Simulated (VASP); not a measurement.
# Ni (C2/c) in VASP: notebook, part 3 of 3

VASP 6.6.1.

## Step 5: Single point, PBE

This run uses another cell than the first one, of 11.01 Å³/atom.

The input, INCAR:

```
PREC = Accurate
ENCUT = 520
EDIFF = 1E-6
ISMEAR = -1
SIGMA = 0.1
LREAL = False
LASPH = True
NELM = 60
ALGO = Normal
ISIF = 2
LWAVE = False
LCHARG = True
GGA = PE
LELF = True
LVHAR = True
NBANDS = 17
```

The input, KPOINTS:

```
regular mesh
0
Gamma
  25 25 24
```

The input, POSCAR:

```
Ni
1.0
   -2.9467681740      2.9471191272      1.2170874305
    2.9471191272     -2.9467681740      1.2170874305
    1.5342682205      1.5342682205     -1.2164446592
Ni
2
Direct
    0.0000238181      0.9999761819      0.0000000000
    0.7499761819      0.2500238181      0.5000000000
```

Potentials or basis: VASP PAW PBE potentials, release 64 (Ni).

On the command line:

```
> cat potpaw_PBE.64/Ni/POTCAR > POTCAR
> mpirun -np 1 vasp_std > vasp.out
```

OUTCAR:

```text
PREC = Accurate
   ENCUT = 520
   EDIFF = 1E-6
   ISMEAR = -1
   LREAL = False
   LASPH = True
   NELM = 60
   ISIF = 2
   GGA = PE

 ion  position               nearest neighbor table
   1  0.000  1.000  0.000-   2 2.43   2 2.43   2 2.43   2 2.43   2 2.97   2 2.97   2 2.98   2 2.98

   2  0.750  0.250  0.500-   1 2.43   1 2.43   1 2.43   1 2.43   1 2.97   1 2.97   1 2.98   1 2.98

  LATTYP: Found a base centered monoclinic cell.
 ALAT       =     2.4341749116
 B/A-ratio  =     3.4242466787
 C/A-ratio  =     1.0219100889
 COS(beta)  =    -0.4888435610

  Lattice vectors:

 A1 = (  -2.9467681740,   2.9471191272,   1.2170874305)
 A2 = (   2.9471191272,  -2.9467681740,   1.2170874305)
 A3 = (   1.5342682205,   1.5342682205,  -1.2164446592)

Analysis of symmetry for initial positions (statically):
=====================================================================
 Subroutine PRICEL returns:
 Original cell was already a primitive cell.

 Routine SETGRP: Setting up the symmetry group for a
 base centered monoclinic supercell.

 Subroutine GETGRP returns: Found  4 space group operations
 (whereof  2 operations were pure point group operations)
 out of a pool of  4 trial point group operations.

The static configuration has the point symmetry C_2 .
 The point group associated with its full space group is C_2h.

Analysis of symmetry for dynamics (positions and initial velocities):
=====================================================================
 Subroutine PRICEL returns:
 Original cell was already a primitive cell.

 Routine SETGRP: Setting up the symmetry group for a
 base centered monoclinic supercell.

 Subroutine GETGRP returns: Found  4 space group operations
 (whereof  2 operations were pure point group operations)
 out of a pool of  4 trial point group operations.

The dynamic configuration has the point symmetry C_2 .
 The point group associated with its full space group is C_2h.

 Subroutine INISYM returns: Found  4 space group operations
[... 109 lines left out ...]
   NUPDOWN=      -1.0000    fix difference up-down
   EMIN   =  10.00;   EMAX   =-10.00  energy-range for DOS
   EFERMI =   0.00;   METHOD = LEGACY
   ISMEAR =    -1;   SIGMA  =   0.10  broadening in eV -4-tet -1-fermi 0-gaus
   EFERMI_NEDOS =   21; number of points for ismear=-14 and -15
   IALGO  =     38    algorithm
   IMIX   =      4    mixing-type and parameters
     AMIX     =   0.40;   BMIX     =  1.00
     AMIX_MAG =   1.60;   BMIX_MAG =  1.00
  volume/ion in A,a.u.               =      11.01        74.28
  Fermi-wavevector in a.u.,A,eV,Ry     =   1.585562  2.996278 34.205154  2.514008
  Thomas-Fermi vector in A             =   2.685008
   LORBIT       =      0    0 simple, 1 ext, 2 COOP (PROOUT), +10 PAW based schemes
   GGA     = PE    functional components
[... 5 lines left out ...]
 non-spin polarized calculation
  energy-cutoff  :      520.00
  volume of cell :       22.01
 maximum number of plane-waves:       607
   NGX = 15   NGY = 15   NGZ =  9

 number of electron      20.0000007 magnetization

 Free energy of the ion-electron system (eV)
  ---------------------------------------------------
  ext. energy  EPLUGINS =         0.00000000
  ---------------------------------------------------
  free energy    TOTEN  =       -10.77988361 eV

  energy without entropy =      -10.60890110  energy(sigma->0) =      -10.69439235

 E-fermi :   9.0590     XC(G=0): -13.1770

 val. band max:        9.0590081744   @ k =  -0.2400   0.2000   0.4583
 cond. band min:       9.0592258346   @ k =  -0.1600   0.1600   0.0000
 fundamental gap:      0.0002176602
 Fermi energy:         9.0590218078

 k-point     1 :       0.0000    0.0000    0.0000
  band No.  band energies     occupation
      1       0.2769      2.00000
      2       4.6744      2.00000
      3       6.8059      2.00000
      4       7.1174      2.00000
      5       7.5142      2.00000
      6       7.5311      2.00000
[... 457 lines left out ...]
      4       6.5953      2.00000
      5       7.5297      2.00000
      6       7.7029      2.00000
[... 9 lines left out ...]
     16      25.3436      0.00000
     17      27.4670      0.00000

 [... further k-points ...]

------------------------ aborting loop because EDIFF is reached ----------------------------------------

  FORCE on cell =-STRESS in cart. coord.  units (eV):
  Direction    XX          YY          ZZ          XY          YZ          ZX
  --------------------------------------------------------------------------------------
  -------------------------------------------------------------------------------------
  Total       -0.0041781     -0.0041781      0.0056487      0.0129590     -0.0034804     -0.0034805
  in kB       -0.3040783     -0.3040783      0.4111042      0.9431395     -0.2533026     -0.2533039
  external PRESSURE =      -0.0656841 kB  Pullay stress =       0.0000000 kB

 VOLUME and BASIS-vectors are now :
 -----------------------------------------------------------------------------
  energy-cutoff  :      520.00
  volume of cell :       22.01
      direct lattice vectors                 reciprocal lattice vectors
    -2.946768174  2.947119127  1.217087430     0.078005806  0.247673116  0.410769874
     2.947119127 -2.946768174  1.217087430     0.247673116  0.078005806  0.410769874
     1.534268221  1.534268221 -1.216444659     0.325851011  0.325851011 -0.000093961

 POSITION                                       TOTAL-FORCE (eV/Angst)
 -----------------------------------------------------------------------------------
      2.94698     -2.94663      1.21709         0.001568     -0.001568     -0.000000
     -0.70602      2.24064      0.60887        -0.001568      0.001568      0.000000
 -----------------------------------------------------------------------------------
    total drift:                                0.000000      0.000000     -0.000000

  FREE ENERGIE OF THE ION-ELECTRON SYSTEM (eV)
  ---------------------------------------------------
  free  energy   TOTEN  =       -10.7798836106 eV

  energy  without entropy=      -10.6089010959  energy(sigma->0) =      -10.69439235
```

stdout:

```text
POSCAR found type information on POSCAR Ni
 POSCAR found :  1 types and       2 ions
 scaLAPACK will be used
 LDA part: xc-table for (Slater+PW92), standard interpolation
 POSCAR, INCAR and KPOINTS ok, starting setup
 FFT: planning ... GRIDC
 FFT: planning ... GRID_SOFT
 FFT: planning ... GRID
 WAVECAR not read
 entering main loop
```

Wall time 42 min (1 thread of Oxide Virtual Turin-like, shared host); peak memory 1.2 GiB.

What came out:

- Free energy: -10.7799 eV
- Pressure: 0.0 GPa
- Band gap on the k mesh: zero (bands 10 and 11 overlap by 0.74 eV)

Forces in eV/Å, atoms in the order of the input:
```
Ni   0.002 -0.002  0.000
Ni  -0.002  0.002  0.000
```

Stress tensor (GPa, compression positive):
```
-0.03  0.09 -0.03
 0.09 -0.03 -0.03
-0.03 -0.03  0.04
```

Caveat: the run has no spin polarisation, though such a crystal can be magnetic. Spin polarisation is off, so any magnetic state and its effect on volume and gap are missing.

## Step 6: The runs side by side

| cell | k mesh | gap on the mesh (eV) | pressure (GPa) |
| --- | --- | --- | --- |
| a = 4.509, b = 4.509, c = 2.583 Å, angles 97.9, 97.9, 147.4°, 2 atoms | 17 × 17 × 16 | none | -16.4 |
| a = 4.283, b = 4.283, c = 2.454 Å, angles 97.9, 97.9, 147.4°, 2 atoms | 17 × 17 × 16 | none | 8.6 |
| a = 4.342, b = 4.342, c = 2.488 Å, angles 97.9, 97.9, 147.4°, 2 atoms | 17 × 17 × 16 | none | 0.0 |
| a = 4.342, b = 4.342, c = 2.488 Å, angles 97.9, 97.9, 147.4°, 2 atoms | 25 × 25 × 24 | none | 0.0 |

Alike in all rows: task single point; level PBE; potentials or basis VASP PAW PBE potentials, release 64 (Ni); no spin polarisation; cutoff (eV) 520; smearing fermi-dirac 0.1 eV.

Caveats: the run has no spin polarisation, though such a crystal can be magnetic; the cell stands under tension (at least some runs); the cell stands under pressure (at least some runs).

Total energies depend on the potentials used, so only differences within one code and one set of settings carry meaning.
